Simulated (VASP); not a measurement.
A run of VASP 6.6.1 is set up as follows.

INCAR

```
  PREC = Accurate
  ENCUT = 520
  EDIFF = 1E-6
  ISMEAR = 0
  SIGMA = 0.01
  LREAL = False
  LASPH = True
  NELM = 80
  ALGO = Normal
  ISIF = 2
  LWAVE = False
  LCHARG = True
  GGA = CA
  LELF = True
  LVHAR = True
  NBANDS = 9
```

The input KPOINTS:

```
Automatic mesh
0
Gamma
  10 10 10
```

Contents of POSCAR:

```
LiH
1.0
    0.0000000000      1.9544546344      1.9642269076
    1.9544546344      0.0000000000      1.9642269076
    1.9544546344      1.9544546344      0.0000000000
Li H
1 1
Direct
    0.0000000000      0.0000000000      0.0000000000
    0.5000000000      0.5000000000      0.5000000000
```

Potentials or basis: VASP PAW LDA potentials, release 64 (Li_sv, H).

The run is started by

```bash
$ cat potpaw_LDA.64/Li_sv/POTCAR potpaw_LDA.64/H/POTCAR > POTCAR
$ mpirun -np 1 vasp_std > vasp.out
```

(1) Predict the band gap on the k mesh.

Answers

(1) 2.48 eV, indirect (least direct gap 2.52 eV).

Caveat: the cell differs from its parent crystal (z stretched by +0.5 %, x and y held).
